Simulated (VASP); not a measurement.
# LiBe (P-3m1) in VASP: a series of runs

The runs below take LiBe through single point, relaxation of cell and atoms, with PBE.

Everything below comes from runs of VASP 6.6.1. Logs are shortened: lines on timing, memory, paths and dates and some standing lists are left out, and cuts for length are marked.

**1. The cell of the first run**

The structure is trigonal, space group P-3m1 (No. 164). The conventional cell has a = 2.444 Å, b = 2.444 Å, c = 8.654 Å, α = 90.00°, β = 90.00°, γ = 120.00°. Within 3.2 Å of Li (site symmetry 3m) lie 9 Li at 2.44 to 2.87 Å and 3 Be at 2.61 Å. Within 3.0 Å of Be (site symmetry 3m) lie 9 Be at 2.27 to 2.44 Å and 3 Li at 2.61 Å.

**2. Single point, PBE**

Contents of INCAR:

```
SYSTEM = LiBe
ALGO     = Normal         ! electronic algorithm
EDIFF    = 1E-7           ! SCF threshold, eV
ENCUT    = 520            ! plane-wave cutoff, eV
GGA      = PE             ! functional
ISIF     = 2              ! what is computed and relaxed
ISMEAR   = 0              ! smearing method
LASPH    = .True.         ! aspherical terms in the spheres
LCHARG   = .False.        ! write CHGCAR
LREAL    = .False.        ! projectors in reciprocal space
LWAVE    = .False.        ! write WAVECAR
NBANDS   = 13             ! bands
NELM     = 100            ! most SCF steps
PREC     = Accurate       ! precision mode
SIGMA    = 0.1            ! smearing width, eV
```

Contents of KPOINTS:

```
k-points
0
Gamma
  24 24 6
  0 0 0
```

Contents of POSCAR:

```
LiBe
1.0
    2.4442452573      0.0000000000      0.0000000000
   -1.2221226286      2.1167784859      0.0000000000
    0.0000000000      0.0000000000      8.6542788715
Li Be
2 2
Direct
    0.3333333333      0.6666666667      0.8556887925
    0.6666666667      0.3333333333      0.1443112075
    0.3333333333      0.6666666667      0.3974804317
    0.6666666667      0.3333333333      0.6025195683
```

Potentials or basis: VASP PAW PBE potentials, release 64 (Li_sv, Be).

Command:

```
cat potpaw_PBE.64/Li_sv/POTCAR potpaw_PBE.64/Be/POTCAR > POTCAR
mpirun -np 1 vasp_std > vasp.out
```

OUTCAR:

```text
SYSTEM = LiBe
   EDIFF = 1E-7
   ENCUT = 520
   GGA = PE
   ISIF = 2
   ISMEAR = 0
   LASPH = .True.
   LREAL = .False.
   NELM = 100
   PREC = Accurate

 ion  position               nearest neighbor table
   1  0.333  0.667  0.856-
   2  0.667  0.333  0.144-
   3  0.333  0.667  0.397-   4 2.27   4 2.27   4 2.27
   4  0.667  0.333  0.603-   3 2.27   3 2.27   3 2.27

  LATTYP: Found a hexagonal cell.
 ALAT       =     2.4442452573
 C/A-ratio  =     3.5406753253

  Lattice vectors:

 A1 = (   2.4442452573,   0.0000000000,   0.0000000000)
 A2 = (  -1.2221226286,   2.1167784859,   0.0000000000)
 A3 = (   0.0000000000,   0.0000000000,   8.6542788715)

Analysis of symmetry for initial positions (statically):
=====================================================================
 Subroutine PRICEL returns:
 Original cell was already a primitive cell.

 Routine SETGRP: Setting up the symmetry group for a
 hexagonal supercell.

 Subroutine GETGRP returns: Found 12 space group operations
 (whereof 12 operations were pure point group operations)
 out of a pool of 24 trial point group operations.

The static configuration has the point symmetry D_3d.

Analysis of symmetry for dynamics (positions and initial velocities):
=====================================================================
 Subroutine PRICEL returns:
 Original cell was already a primitive cell.

 Routine SETGRP: Setting up the symmetry group for a
 hexagonal supercell.

 Subroutine GETGRP returns: Found 12 space group operations
 (whereof 12 operations were pure point group operations)
 out of a pool of 24 trial point group operations.

The dynamic configuration has the point symmetry D_3d.

 Subroutine INISYM returns: Found 12 space group operations
 (whereof 12 operations are pure point group operations),
 and found     1 'primitive' translations

----------------------------------------------------------------------------------------

                                     Primitive cell

  volume of cell :      44.7766

  direct lattice vectors                    reciprocal lattice vectors
     2.444245257  0.000000000  0.000000000     0.409124247  0.236207994  0.000000000
    -1.222122629  2.116778486  0.000000000     0.000000000  0.472415988  0.000000000
     0.000000000  0.000000000  8.654278872     0.000000000  0.000000000  0.115549778

  length of vectors
     2.444245257  2.444245257  8.654278872     0.472415988  0.472415988  0.115549778

[... 91 lines left out ...]
   ISYM   =      2    0-nonsym 1-usesym 2-fastsym
   POTIM  = 0.5000    time-step for ionic-motion
   TEBEG  =    0.0;   TEEND  =   0.0 temperature during run
   PSTRESS=    0.0 pullay stress
   NELECT =      10.0000    total number of electrons
   NUPDOWN=      -1.0000    fix difference up-down
   EMIN   =  10.00;   EMAX   =-10.00  energy-range for DOS
   EFERMI =   0.00;   METHOD = LEGACY
   ISMEAR =     0;   SIGMA  =   0.10  broadening in eV -4-tet -1-fermi 0-gaus
   EFERMI_NEDOS =   21; number of points for ismear=-14 and -15
   IALGO  =     38    algorithm
   IMIX   =      4    mixing-type and parameters
     AMIX     =   0.40;   BMIX     =  1.00
     AMIX_MAG =   1.60;   BMIX_MAG =  1.00
  volume/ion in A,a.u.               =      11.19        75.54
  Fermi-wavevector in a.u.,A,eV,Ry     =   0.993248  1.876967 13.422720  0.986542
  Thomas-Fermi vector in A             =   2.125117
   LORBIT       =      0    0 simple, 1 ext, 2 COOP (PROOUT), +10 PAW based schemes
   GGA     = PE    functional components
   LHFCALC =     F    Hartree Fock is set to
   AEXX    =    0.0000 exact exchange contribution
   IVDW    =     0    specifies the selected vdW correction
   LEPSILON=     F    determine dielectric tensor
   LRPA    =     F    only Hartree local field effects (RPA)
 non-spin polarized calculation
 Gauss-broadening in eV      SIGMA  =   0.10
  energy-cutoff  :      520.00
  volume of cell :       44.78
 maximum number of plane-waves:      1230
   NGX =  9   NGY =  9   NGZ = 33

 number of electron      10.0000003 magnetization

 Free energy of the ion-electron system (eV)
  ---------------------------------------------------
  ext. energy  EPLUGINS =         0.00000000
  ---------------------------------------------------
  free energy    TOTEN  =       -10.39105409 eV

  energy without entropy =      -10.38601040  energy(sigma->0) =      -10.38853225

 E-fermi :   3.4605     XC(G=0):  -9.0338

 val. band max:        3.4549198733   @ k =   0.4583  -0.0000   0.0000
 cond. band min:       3.4702821975   @ k =  -0.0833   0.5000   0.3333
 fundamental gap:      0.0153623242
 Fermi energy:         3.4604590031

 k-point     1 :       0.0000    0.0000    0.0000
  band No.  band energies     occupation
      1     -42.6400      2.00000
      2     -42.6194      2.00000
      3      -5.3301      2.00000
      4      -2.2545      2.00000
      5      -0.4004      2.00000
      6       1.2441      2.00000
      7       6.0112      0.00000
      8      11.7775      0.00000
      9      11.9827      0.00000
     10      17.6883      0.00000
     11      17.6883      0.00000
     12      19.3617      0.00000
     13      19.3617      0.00000
[... 354 lines left out ...]
  band No.  band energies     occupation
      1     -42.5049      2.00000
      2     -42.4990      2.00000
      3       0.2278      2.00000
      4       1.5070      2.00000
      5       3.5890      0.06916
      6       3.8113      0.00000
      7       6.9404      0.00000
      8       7.1419      0.00000
      9       8.3278      0.00000
     10      10.5824      0.00000
     11      10.9926      0.00000
     12      11.9998      0.00000
     13      13.9268      0.00000

 [... further k-points ...]
[... 5 lines left out ...]
  --------------------------------------------------------------------------------------
  -------------------------------------------------------------------------------------
  Total       -0.0018912     -0.0018912     -0.0159994     -0.0000000     -0.0000000      0.0000000
  in kB       -0.0676718     -0.0676718     -0.5724835     -0.0000000     -0.0000000      0.0000000
  external PRESSURE =      -0.2359424 kB  Pullay stress =       0.0000000 kB

 VOLUME and BASIS-vectors are now :
 -----------------------------------------------------------------------------
  energy-cutoff  :      520.00
  volume of cell :       44.78
      direct lattice vectors                 reciprocal lattice vectors
     2.444245257  0.000000000  0.000000000     0.409124247  0.236207994  0.000000000
    -1.222122629  2.116778486  0.000000000     0.000000000  0.472415988  0.000000000
     0.000000000  0.000000000  8.654278872     0.000000000  0.000000000  0.115549778

 POSITION                                       TOTAL-FORCE (eV/Angst)
 -----------------------------------------------------------------------------------
     -0.00000      1.41119      7.40537        -0.000000      0.000000     -0.001930
      1.22212      0.70559      1.24891         0.000000      0.000000      0.001930
     -0.00000      1.41119      3.43991        -0.000000     -0.000000     -0.010652
      1.22212      0.70559      5.21437         0.000000      0.000000      0.010652
 -----------------------------------------------------------------------------------
    total drift:                                0.000000      0.000000      0.000000

  FREE ENERGIE OF THE ION-ELECTRON SYSTEM (eV)
  ---------------------------------------------------
  free  energy   TOTEN  =       -10.3910540907 eV

  energy  without entropy=      -10.3860104000  energy(sigma->0) =      -10.38853225
```

OSZICAR:

```text
N       E                     dE             d eps       ncg     rms          rms(c)
DAV:   1     0.295763994874E+02    0.29576E+02   -0.44268E+03  8840   0.750E+02
DAV:   2    -0.431813942200E+01   -0.33895E+02   -0.32629E+02 10792   0.162E+02
DAV:   3    -0.103559995516E+02   -0.60379E+01   -0.59819E+01 16829   0.439E+01
DAV:   4    -0.104407960626E+02   -0.84797E-01   -0.84740E-01 11190   0.683E+00
DAV:   5    -0.104420003241E+02   -0.12043E-02   -0.12042E-02 14084   0.699E-01    0.123E+00
DAV:   6    -0.103999280192E+02    0.42072E-01   -0.13836E-01 11465   0.890E-01    0.724E-01
DAV:   7    -0.103924445355E+02    0.74835E-02   -0.68966E-03 13066   0.392E-01    0.394E-01
DAV:   8    -0.103910933010E+02    0.13512E-02   -0.43097E-03 12583   0.312E-01    0.692E-02
DAV:   9    -0.103910625211E+02    0.30780E-04   -0.57187E-04 12312   0.105E-01    0.164E-02
DAV:  10    -0.103910558243E+02    0.66968E-05   -0.52497E-05 11871   0.277E-02    0.390E-03
DAV:  11    -0.103910541887E+02    0.16356E-05   -0.51953E-06 12346   0.925E-03    0.888E-04
DAV:  12    -0.103910540489E+02    0.13974E-06   -0.86247E-07 11928   0.291E-03    0.338E-04
DAV:  13    -0.103910540907E+02   -0.41792E-07   -0.12039E-07  8119   0.117E-03
   1 F= -.10391054E+02 E0= -.10388532E+02  d E =-.504369E-02
```

It took 3.1 min on 1 thread of Intel Xeon Platinum 8259CL at 2.50GHz (Skylake/Cascade Lake), shared host; peak memory 0.28 GiB.

What came out:

| Quantity | Value |
| --- | --- |
| Free energy | -10.3911 eV |
| Largest force | 0.011 eV/Å |
| Band gap on the k mesh | zero (band 5 reaches 4.68 eV, above the bottom of band 6 at 0.49 eV) |

Forces in eV/Å, atoms in the order of the input:
```
Li   0.000  0.000 -0.002
Li   0.000  0.000  0.002
Be   0.000  0.000 -0.011
Be   0.000  0.000  0.011
```

Caveat: the cutoff is under 1.25 times the usual one of these potentials, so pressure, stress and relaxed cells hold a basis-set (Pulay) error.

[end of part 1 of 2]
